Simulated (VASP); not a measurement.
Here is a VASP 6.6.1 calculation.

Contents of INCAR:

```
SYSTEM = Mg
PREC = Accurate
ENCUT = 520
EDIFF = 1E-6
ISMEAR = -1
SIGMA = 0.05
LREAL = .False.
LASPH = .True.
NELM = 80
ALGO = Normal
ISIF = 2
LWAVE = .False.
LCHARG = .True.
GGA = CA
LELF = .True.
LVHAR = .True.
NBANDS = 9
```

Contents of KPOINTS:

```
Automatic mesh
0
Gamma
  10 10 5
  0 0 0
```

The input POSCAR:

```
Mg
1.0
    3.2093000000      0.0000000000      0.0000000000
   -1.6046500000      2.7793353284      0.0000000000
    0.0000000000      0.0000000000      5.2103000000
Mg
2
Direct
    0.6666666667      0.3333333333      0.7500000000
    0.3333333333      0.6666666667      0.2500000000
```

Potentials or basis: VASP PAW LDA potentials, release 64 (Mg).

The run is started by

```bash
$ cat potpaw_LDA.64/Mg/POTCAR > POTCAR
$ mpirun -np 1 vasp_std > vasp.out
```

Problem. What does it give for the band gap on the k mesh?

Solution. Zero (bands 2 and 3 overlap by 1.97 eV).

Problem. Estimate the pressure.

Solution. -2.7 GPa.

Stress tensor (GPa, compression positive):
```
-3.15  0.00  0.00
 0.00 -3.15  0.00
 0.00  0.00 -1.83
```
